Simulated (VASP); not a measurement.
Write the native input for VASP 6.6.1 that does the following.

- Task: single point
- Functional: PBE
- Potentials or basis: VASP PAW PBE potentials, release 64 (Cd_sv_GW, F)
- Cutoff: 700 eV
- k mesh: 8 × 8 × 8
- Occupations: gaussian, width 0.05 eV
- Spin: no spin polarisation
- Dipole correction: no
- Further INCAR settings: ALGO = Normal; EDIFF = 1e-06; NBANDS = 24

The structure of CdF2 lies in POSCAR:

```
CdF2
1.0
    0.0000000000      2.7106136721      2.5018964193
    2.7106136721      0.0000000000      2.5018964193
    2.7106136721      2.7106136721      0.0000000000
Cd F
1 2
Direct
    0.0000000000      0.0000000000      0.0000000000
    0.2500000000      0.2500000000      0.2500000000
    0.7500000000      0.7500000000      0.7500000000
```

The input as run:

INCAR

```
PREC = Accurate ; ENCUT = 700
EDIFF = 1E-6 ; ISMEAR = 0
SIGMA = 0.05 ; LREAL = False
LASPH = True ; NELM = 120
ALGO = Normal ; ISIF = 2
LWAVE = False ; LCHARG = False
GGA = PE ; NBANDS = 24
GGA_COMPAT = False
```

KPOINTS

```
regular mesh
0
Gamma
  8 8 8
```

Potentials or basis: VASP PAW PBE potentials, release 64 (Cd_sv_GW, F).

Launch:

```sh
$ cat potpaw_PBE.64/Cd_sv_GW/POTCAR potpaw_PBE.64/F/POTCAR > POTCAR
$ mpirun -np 1 vasp_std > vasp.out
```

Results of the run:

| Item | Value |
| --- | --- |
| Pressure | 13.4 GPa |
| Band gap on the k mesh | 3.11 eV (least direct gap 3.59 eV) |

Caveat: the stress differs along the axes, from 10 to 20 GPa.

Run time: 69 s on 1 thread of Intel(R) Xeon(R) Platinum 8259CL CPU @ 2.50GHz (Skylake/Cascade Lake), on a shared host, peak memory 0.25 GiB.
